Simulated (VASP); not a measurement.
Input of a VASP 6.6.1 run:

File INCAR:

```
  PREC = Accurate
  ENCUT = 520
  EDIFF = 1E-7
  ISMEAR = -1
  SIGMA = 0.1
  LREAL = False
  LASPH = True
  NELM = 80
  ALGO = Normal
  ISIF = 2
  LWAVE = False
  LCHARG = False
  LDIPOL = True
  IDIPOL = 3
  DIPOL = 0.5 0.5 0.500
  GGA = PS
  NBANDS = 43
```

The input KPOINTS:

```
Automatic mesh
0
Gamma
  14 14 1
```

Contents of POSCAR:

```
W
1.0
    2.7313605564      0.0000000000      0.0000000000
   -0.9104535188      2.5751514284      0.0000000000
    0.0000000000      0.0000000000     24.9206000000
W
5
Direct
    0.0000000000      0.0000000000      0.3239899875
    0.5000000000      0.5000000000      0.4102844142
    0.0000000000      0.0000000000      0.5000000000
    0.5000000000      0.5000000000      0.5897155855
    0.0000000000      0.0000000000      0.6760100128
```

Potentials or basis: VASP PAW PBE potentials, release 64 (W_sv).

Command:

```sh
$ cat potpaw_PBE.64/W_sv/POTCAR > POTCAR
$ mpirun -np 1 vasp_std > vasp.out
```

(1) Estimate the band gap on the k mesh.

(2) Estimate the largest force.

Results:

(1) zero (bands 35 and 36 overlap by 1.95 eV).

(2) 0.042 eV/Å.

Caveat: the PAW data sets were made with another functional, which shifts forces and pressure a little; spin-orbit coupling is left out, which moves the levels of the heavy elements.
